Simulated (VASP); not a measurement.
The system is Ni3Ge.

```
CELL_PARAMETERS angstrom
3.53033 0.00000 0.00000
0.00000 3.53033 0.00000
0.00000 0.00000 3.53033
ATOMIC_POSITIONS crystal
Ni 0.50000 0.00000 0.50000
Ni 0.00000 0.50000 0.50000
Ni 0.50000 0.50000 0.00000
Ge 0.00000 0.00000 0.00000
```

Base run:

| Property | Result |
| --- | --- |
| Program | VASP 6.6.1 |
| Functional | LDA |
| Potentials or basis | VASP PAW LDA potentials, release 64 (Ni, Ge_d) |
| Cutoff | 520 eV |
| k mesh | 6 × 6 × 6 |
| Occupations | fermi-dirac, width 0.1 eV |
| Spin | collinear spin, ferromagnetic start |
| Starting moments | [1.6, 1.6, 1.6, 0.47] μB |
| Fixed moment | 5.4 μB |

Its results: pressure 19.9 GPa; site moments Ni +1.49; Ge +0.54 μB.

**Question.** The run is repeated on the same cell with these changes: fixed moment from 5.4 μB to 2.2 μB; moments at the start from [1.6, 1.6, 1.6, 0.47] to [0.76, 0.76, 0.76, 0.07]. What comes out?

**Answer.** Pressure -2.4 GPa; site moments Ni +0.68; Ge +0.09 μB.

Caveats: the total moment is fixed, so each spin has its own Fermi level.
